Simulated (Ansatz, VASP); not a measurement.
## Ti5WC6 in VASP and in Ansatz

Contents of INCAR:

```
  PREC = Accurate
  ENCUT = 520
  EDIFF = 1E-7
  ISMEAR = 0
  SIGMA = 0.2
  LREAL = False
  LASPH = True
  NELM = 80
  ALGO = Normal
  ISIF = 2
  LWAVE = False
  LCHARG = False
  GGA = PE
  NBANDS = 61
```

The input KPOINTS:

```
regular mesh
0
Gamma
  8 8 2
```

The input POSCAR:

```
Ti5WC6
1.0
    3.0690641000      0.0000000000      0.0000000000
    0.0000000000      3.0690641000      0.0000000000
    0.0000000000      0.0000000000     12.9884296000
Ti W C
5 1 6
Direct
    0.0000000000      0.0000000000      0.8303970000
    0.5000000000      0.5000000000      0.6656260000
    0.0000000000      0.0000000000      0.5000000000
    0.5000000000      0.5000000000      0.3343740000
    0.0000000000      0.0000000000      0.1696030000
    0.5000000000      0.5000000000      0.0000000000
    0.0000000000      0.0000000000      0.6668030000
    0.5000000000      0.5000000000      0.5000000000
    0.0000000000      0.0000000000      0.3331970000
    0.5000000000      0.5000000000      0.1659060000
    0.0000000000      0.0000000000      0.0000000000
    0.5000000000      0.5000000000      0.8340940000
```

Input for Ansatz:

```yaml
crystal:
  lattice:
    - [3.0690641, 0.0, 0.0]
    - [0.0, 3.0690641, 0.0]
    - [0.0, 0.0, 12.9884296]
  atoms:
    - { symbol: Ti, position: [0.0, 0.0, 0.830397] }
    - { symbol: Ti, position: [0.5, 0.5, 0.665626] }
    - { symbol: Ti, position: [0.0, 0.0, 0.5] }
    - { symbol: Ti, position: [0.5, 0.5, 0.334374] }
    - { symbol: Ti, position: [0.0, 0.0, 0.169603] }
    - { symbol: W, position: [0.5, 0.5, 0.0] }
    - { symbol: C, position: [0.0, 0.0, 0.666803] }
    - { symbol: C, position: [0.5, 0.5, 0.5] }
    - { symbol: C, position: [0.0, 0.0, 0.333197] }
    - { symbol: C, position: [0.5, 0.5, 0.165906] }
    - { symbol: C, position: [0.0, 0.0, 0.0] }
    - { symbol: C, position: [0.5, 0.5, 0.834094] }
basis:
  ecutwfc: 420
kpoints:
  mp_grid: { grid: [8, 8, 2] }
hamiltonian:
  xc: pbe
scf:
  occupations: { method: gaussian, width: 0.2 }
  lower_state_search: "off"
output:
  forces: true
  stress: true
  eigenvalues: true
```

Alike in both runs: task single point; functional PBE; k mesh 8 × 8 × 2; occupations gaussian, width 0.2 eV; no spin polarisation.

|  | VASP | Ansatz |
| --- | --- | --- |
| version | VASP 6.6.1 | Ansatz 0.2.0 |
| potentials or method | VASP PAW PBE potentials, release 64 (Ti_sv, W_sv, C), cutoff 520 eV | scalar-relativistic, plane waves, PAW |
| valence electrons in the cell | 98 | 98 |

Ansatz gave:

* gap on the k mesh at the Fermi level (eV): none
* pressure (GPa): 0.1
* traceless stress, the component that is largest in VASP (GPa): -0.13
* rms of the force components (eV/Å): 0.016

Q: Which values does VASP return?

A: gap on the k mesh at the Fermi level (eV): none; pressure (GPa): 0.4; traceless stress, the component that is largest in VASP (GPa): -0.13; rms of the force components (eV/Å): 0.015.

Atom by atom the forces differ by 0.004 eV/Å (rms over components). A gap of «none» marks a metal or a gap that the smearing closes. With one functional, cell and mesh, what is left measures potentials, basis and numerics.

Spin-orbit coupling is off throughout.
